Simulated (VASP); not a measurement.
# Al in VASP: single point with PBE

Aim: the single point of Al with PBE.

Everything below comes from runs of VASP 6.6.1. Logs are shortened: lines on timing, memory, paths and dates and some standing lists are left out, and cuts for length are marked.

### Step 1. The cell of the first run

The cell holds a slab with vacuum, 4 atoms: a = 3.003 Å, b = 3.003 Å, c = 28.727 Å, α = 90.00°, β = 90.00°, γ = 120.00°.

### Step 2. Single point, PBE

File INCAR:

```
SYSTEM = Al
  PREC = Accurate
  ENCUT = 400
  EDIFF = 1E-6
  ISMEAR = 1
  SIGMA = 0.1
  LREAL = .FALSE.
  LASPH = .TRUE.
  NELM = 120
  ALGO = Normal
  ISIF = 2
  LWAVE = .FALSE.
  LCHARG = .FALSE.
  LDIPOL = .TRUE.
  IDIPOL = 3
  DIPOL = 0.5 0.5 0.664
  GGA = PE
  NBANDS = 14
  GGA_COMPAT = .FALSE.
  NELMDL = -8
```

File KPOINTS:

```
Automatic mesh
0
G
  15 15 1
  0 0 0
```

File POSCAR:

```
Al
1.0
    3.0028735933      0.0000000291      0.0000000000
   -1.5014368219      2.6005648016      0.0000000000
    0.0000000000      0.0000000000     28.7269675229
Al
4
Direct
    0.0000000000      0.0000000000      0.5503443736
    0.6666666667      0.3333333333      0.6262537093
    0.3333333333      0.6666666667      0.7018223571
    0.0000000000      0.0000000000      0.7791049989
```

Potentials or basis: VASP PAW PBE potentials, release 64 (Al).

The run is started by

```sh
> cat potpaw_PBE.64/Al/POTCAR > POTCAR
> mpirun -np 1 vasp_std > vasp.out
```

OUTCAR:

```text
SYSTEM = Al
   PREC = Accurate
   ENCUT = 400
   EDIFF = 1E-6
   ISMEAR = 1
   LREAL = .FALSE.
   LASPH = .TRUE.
   NELM = 120
   ISIF = 2
   GGA = PE
   NELMDL = -8

 ion  position               nearest neighbor table
   1  0.000  0.000  0.550-   2 2.79   2 2.79   2 2.79
   2  0.667  0.333  0.626-   3 2.78   3 2.78   3 2.78   1 2.79   1 2.79   1 2.79
   3  0.333  0.667  0.702-   2 2.78   2 2.78   2 2.78   4 2.82   4 2.82   4 2.82
   4  0.000  0.000  0.779-   3 2.82   3 2.82   3 2.82

  LATTYP: Found a hexagonal cell.
 ALAT       =     3.0028735933
 C/A-ratio  =     9.5664924381

  Lattice vectors:

 A1 = (   3.0028735933,   0.0000000291,   0.0000000000)
 A2 = (  -1.5014368219,   2.6005648016,   0.0000000000)
 A3 = (   0.0000000000,   0.0000000000,  28.7269675229)

Analysis of symmetry for initial positions (statically):
=====================================================================
 Subroutine PRICEL returns:
 Original cell was already a primitive cell.

 Routine SETGRP: Setting up the symmetry group for a
 hexagonal supercell.

 Subroutine GETGRP returns: Found  6 space group operations
 (whereof  6 operations were pure point group operations)
 out of a pool of 24 trial point group operations.

The static configuration has the point symmetry C_3v.

Analysis of symmetry for dynamics (positions and initial velocities):
=====================================================================
 Subroutine PRICEL returns:
 Original cell was already a primitive cell.

 Routine SETGRP: Setting up the symmetry group for a
 hexagonal supercell.

 Subroutine GETGRP returns: Found  6 space group operations
 (whereof  6 operations were pure point group operations)
 out of a pool of 24 trial point group operations.

The dynamic configuration has the point symmetry C_3v.

 Subroutine INISYM returns: Found  6 space group operations
 (whereof  6 operations are pure point group operations),
 and found     1 'primitive' translations

----------------------------------------------------------------------------------------

                                     Primitive cell

  volume of cell :     224.3337

  direct lattice vectors                    reciprocal lattice vectors
     3.002873593  0.000000029  0.000000000     0.333014349  0.192265928  0.000000000
    -1.501436822  2.600564802  0.000000000    -0.000000004  0.384531850  0.000000000
     0.000000000  0.000000000 28.726967523     0.000000000  0.000000000  0.034810496

  length of vectors
     3.002873593  3.002873593 28.726967523     0.384531850  0.384531850  0.034810496

  position of ions in fractional coordinates (direct lattice)
     0.000000000  0.000000000  0.550344374
     0.666666667  0.333333333  0.626253709
     0.333333333  0.666666667  0.701822357
     0.000000000  0.000000000  0.779104999

  ion indices of the primitive-cell ions
   primitive index   ion index
                 1           1
                 2           2
                 3           3
                 4           4

----------------------------------------------------------------------------------------

 KPOINTS: Automatic mesh

Automatic generation of k-mesh.
 Grid dimensions read from file:
 generate k-points for:   15   15    1

 Generating k-lattice:

  Cartesian coordinates                     Fractional coordinates (reciprocal lattice)
     0.022200957  0.012817729  0.000000000     0.066666667  0.000000000  0.000000000
    -0.000000000  0.025635457  0.000000000     0.000000000  0.066666667  0.000000000
     0.000000000  0.000000000  0.034810496     0.000000000  0.000000000  1.000000000

  Length of vectors
     0.025635457  0.025635457  0.034810496

  Shift w.r.t. Gamma in fractional coordinates (k-lattice)
     0.000000000  0.000000000  0.000000000

 Subroutine IBZKPT returns following result:
 ===========================================

 Found     27 irreducible k-points:

 Following reciprocal coordinates:
            Coordinates               Weight
  0.000000  0.000000  0.000000      1.000000
  0.066667 -0.000000  0.000000      6.000000
  0.133333  0.000000  0.000000      6.000000
  0.200000  0.000000  0.000000      6.000000
  0.266667  0.000000  0.000000      6.000000
  0.333333 -0.000000  0.000000      6.000000
[... 16 lines left out ...]
  0.333333  0.200000  0.000000     12.000000
  0.400000  0.200000  0.000000      6.000000
 [... further k-points ...]
   k-points           NKPTS =     27   k-points in BZ     NKDIM =     27   number of bands    NBANDS=     14
   number of dos      NEDOS =    301   number of ions     NIONS =      4
   total plane-waves  NPLWV =  76800
   dimension x,y,z NGX =    20 NGY =   20 NGZ =  192
   dimension x,y,z NGXF=    40 NGYF=   40 NGZF=  384
   ions per type =               4
   NGX,Y,Z   is equivalent  to a cutoff of  11.07, 11.07, 11.11 a.u.
   NGXF,Y,Z  is equivalent  to a cutoff of  22.14, 22.14, 22.22 a.u.
 SYSTEM =  Al
   PREC   = accura    normal or accurate (medium, high low for compatibility)
   ISTART =      0    job   : 0-new  1-cont  2-samecut
   ICHARG =      2    charge: 1-file 2-atom 10-const
   ISPIN  =      1    spin polarized calculation?
   LNONCOLLINEAR =      F non collinear calculations
   LSORBIT =      F    spin-orbit coupling
   LASPH  =      T    aspherical Exc in radial PAW
   ENCUT  =  400.0 eV  29.40 Ry    5.42 a.u.   4.90  4.90 46.85*2*pi/ulx,y,z
   NELM   =    120;   NELMIN=  2; NELMDL= -8     # of ELM steps
   EDIFF  = 0.1E-05   stopping-criterion for ELM
   LREAL  =      F    real-space projection
   EDIFFG = 0.1E-04   stopping-criterion for IOM
   NSW    =      0    number of steps for IOM
   IBRION =     -1    ionic relax: 0-MD 1-quasi-New 2-CG
   NFREE  =      0    steps in history (QN), initial steepest desc. (CG)
   ISIF   =      2    stress and relaxation
   ISYM   =      2    0-nonsym 1-usesym 2-fastsym
   POTIM  = 0.5000    time-step for ionic-motion
   TEBEG  =    0.0;   TEEND  =   0.0 temperature during run
   PSTRESS=    0.0 pullay stress
   NELECT =      12.0000    total number of electrons
   NUPDOWN=      -1.0000    fix difference up-down
   EMIN   =  10.00;   EMAX   =-10.00  energy-range for DOS
   EFERMI =   0.00;   METHOD = LEGACY
   ISMEAR =     1;   SIGMA  =   0.10  broadening in eV -4-tet -1-fermi 0-gaus
   EFERMI_NEDOS =   21; number of points for ismear=-14 and -15
   IALGO  =     38    algorithm
   IMIX   =      4    mixing-type and parameters
     AMIX     =   0.40;   BMIX     =  1.00
     AMIX_MAG =   1.60;   BMIX_MAG =  1.00
  volume/ion in A,a.u.               =      56.08       378.47
  Fermi-wavevector in a.u.,A,eV,Ry     =   0.616837  1.165653  5.176852  0.380488
  Thomas-Fermi vector in A             =   1.674708
   LORBIT       =      0    0 simple, 1 ext, 2 COOP (PROOUT), +10 PAW based schemes
   GGA     = PE    functional components
   LHFCALC =     F    Hartree Fock is set to
   AEXX    =    0.0000 exact exchange contribution
   IVDW    =     0    specifies the selected vdW correction
   LEPSILON=     F    determine dielectric tensor
   LRPA    =     F    only Hartree local field effects (RPA)
 non-spin polarized calculation
 Methfessel and Paxton  Order N= 1 SIGMA  =   0.10
  energy-cutoff  :      400.00
  volume of cell :      224.33
 maximum number of plane-waves:      4149
 NGX is ok and might be reduce to    20
   NGX =  9   NGY =  9   NGZ = 93

 dipolmoment           0.000000      0.000000      0.000515 electrons x Angstroem

 number of electron      12.0000000 magnetization

 dipolmoment           0.000000      0.000000     -0.000783 electrons x Angstroem

 Free energy of the ion-electron system (eV)
  ---------------------------------------------------
  ext. energy  EPLUGINS =         0.00000000
  ---------------------------------------------------
  free energy    TOTEN  =       -13.99745192 eV

  energy without entropy =      -13.99374999  energy(sigma->0) =      -13.99621794

 E-fermi :  -0.5367     XC(G=0):  -3.7371

 val. band max:       -0.5797601932   @ k =   0.2667   0.1333   0.0000
 cond. band min:      -0.5361805871   @ k =   0.3333   0.2000   0.0000
 fundamental gap:      0.0435796061
 Fermi energy:        -0.5366600520

 k-point     1 :       0.0000    0.0000    0.0000
  band No.  band energies     occupation
      1     -10.9607      2.00000
      2      -9.7477      2.00000
      3      -7.9369      2.00000
      4      -5.3964      2.00000
      5      -3.0991      2.00000
      6       0.0828     -0.00000
      7       2.3807      0.00000
      8       3.4013      0.00000
      9       3.6237      0.00000
     10       4.3952      0.00000
     11       4.4567      0.00000
     12       5.8727      0.00000
     13       5.9771      0.00000
     14       7.8927      0.00000

 k-point     2 :       0.0667   -0.0000    0.0000
  band No.  band energies     occupation
      1     -10.8638      2.00000
      2      -9.6513      2.00000
      3      -7.8414      2.00000
      4      -5.3009      2.00000
      5      -3.0087      2.00000
      6       0.1727     -0.00000
      7       2.4713      0.00000
      8       3.4967      0.00000
      9       3.7213      0.00000
     10       4.4860      0.00000
     11       4.5520      0.00000
     12       5.9534      0.00000
     13       6.0576      0.00000
     14       6.9561      0.00000

 k-point     3 :       0.1333    0.0000    0.0000
  band No.  band energies     occupation
      1     -10.5733      2.00000
      2      -9.3626      2.00000
      3      -7.5553      2.00000
      4      -5.0152      2.00000
      5      -2.7379      2.00000
      6       0.4381     -0.00000
      7       2.7294      0.00000
      8       3.7705      0.00000
      9       4.0078      0.00000
     10       4.5666      0.00000
     11       4.8146      0.00000
     12       4.9848      0.00000
     13       5.7589      0.00000
     14       6.2482      0.00000

 k-point     4 :       0.2000    0.0000    0.0000
  band No.  band energies     occupation
      1     -10.0904      2.00000
      2      -8.8828      2.00000
      3      -7.0798      2.00000
      4      -4.5411      2.00000
      5      -2.2889      2.00000
      6       0.8440     -0.00000
      7       2.4144      0.00000
      8       3.3263      0.00000
      9       3.6336      0.00000
     10       4.2886      0.00000
     11       4.5092      0.00000
     12       5.1559      0.00000
     13       5.3377      0.00000
     14       5.4178      0.00000

 k-point     5 :       0.2667    0.0000    0.0000
  band No.  band energies     occupation
      1      -9.4170      2.00000
      2      -8.2137      2.00000
      3      -6.4174      2.00000
      4      -3.8829      2.00000
      5      -1.6729      2.00000
      6       0.3082     -0.00000
      7       1.3599     -0.00000
      8       1.8700      0.00000
      9       3.2132      0.00000
     10       3.9704      0.00000
     11       4.9494      0.00000
[... 276 lines left out ...]
 k-point    22 :       0.2667    0.2000    0.0000
  band No.  band energies     occupation
      1      -7.4147      2.00000
      2      -6.2260      2.00000
      3      -4.4569      2.00000
      4      -2.0736      2.00000
      5      -1.7448      2.00000
      6      -0.6499      2.06796
      7      -0.5065      0.51391
      8       0.2467     -0.00000
      9       0.7673     -0.00000
     10       1.2207     -0.00000
     11       2.5306      0.00000
     12       3.3555      0.00000
     13       3.9746      0.00000
     14       5.0762      0.00000

 k-point    23 :       0.3333    0.2000    0.0000
  band No.  band energies     occupation
      1      -6.2831      2.00000
      2      -5.1064      2.00000
      3      -3.5206      2.00000
      4      -3.3565      2.00000
      5      -2.2956      2.00000
      6      -0.9629      2.00000
      7      -0.6446      2.06304
      8      -0.5362      0.99188
      9       0.5303     -0.00000
     10       1.3908     -0.00000
     11       1.9841      0.00000
     12       2.3791      0.00000
     13       4.1465      0.00000
     14       4.4858      0.00000

 k-point    24 :       0.4000    0.2000    0.0000
  band No.  band energies     occupation
      1      -4.9813      2.00000
      2      -4.9717      2.00000
      3      -3.8813      2.00000
      4      -3.7535      2.00000
      5      -2.2315      2.00000
      6      -1.7958      2.00000
      7      -0.8720      2.00002
      8       0.0258     -0.00000
      9       0.6906     -0.00000
     10       0.7871     -0.00000
     11       2.0585      0.00000
     12       2.5433      0.00000
     13       3.0267      0.00000
     14       4.5684      0.00000

 [... further k-points ...]

------------------------ aborting loop because EDIFF is reached ----------------------------------------

 vacuum level on the upper side and lower side of the slab       (xc-potential included)        -0.164        -0.146

  FORCE on cell =-STRESS in cart. coord.  units (eV):
  Direction    XX          YY          ZZ          XY          YZ          ZX
  --------------------------------------------------------------------------------------
  -------------------------------------------------------------------------------------
  Total       -2.9197658     -2.9197658      1.0811792      0.0000000      0.0000000      0.0000000
  in kB      -20.8527859    -20.8527859      7.7217143      0.0000000      0.0000000      0.0000000
  external PRESSURE =     -11.3279525 kB  Pullay stress =       0.0000000 kB

 VOLUME and BASIS-vectors are now :
 -----------------------------------------------------------------------------
  energy-cutoff  :      400.00
  volume of cell :      224.33
      direct lattice vectors                 reciprocal lattice vectors
     3.002873593  0.000000029  0.000000000     0.333014349  0.192265928  0.000000000
    -1.501436822  2.600564802  0.000000000    -0.000000004  0.384531850  0.000000000
     0.000000000  0.000000000 28.726967523     0.000000000  0.000000000  0.034810496

 POSITION                                       TOTAL-FORCE (eV/Angst)
 -----------------------------------------------------------------------------------
      0.00000      0.00000     15.80972        -0.000000      0.000000     -0.225310
      1.50144      0.86685     17.99037         0.000000     -0.000000      0.043475
     -0.00000      1.73371     20.16123        -0.000000      0.000000      0.090448
      0.00000      0.00000     22.38132        -0.000000      0.000000      0.091388
 -----------------------------------------------------------------------------------
    total drift:                               -0.000000      0.000000     -0.000023

  FREE ENERGIE OF THE ION-ELECTRON SYSTEM (eV)
  ---------------------------------------------------
  free  energy   TOTEN  =       -13.9974519203 eV

  energy  without entropy=      -13.9937499870  energy(sigma->0) =      -13.99621794

 vacuum level on the upper side and lower side of the slab         3.454         3.472
```

Run time: 93 s. Hardware: 1 thread of Intel Xeon Platinum 8375C at 2.90GHz (Ice Lake), shared host; peak memory 0.27 GiB.

Results:

```
Free energy            : -13.9975 eV
Largest force          : 0.225 eV/Å
Band gap on the k mesh : zero (band 6 reaches 1.07 eV, above the bottom of band 7 at -1.24 eV)
```

Forces in eV/Å, atoms in the order of the input:
```
Al   0.000  0.000 -0.225
Al   0.000  0.000  0.043
Al   0.000  0.000  0.090
Al   0.000  0.000  0.091
```
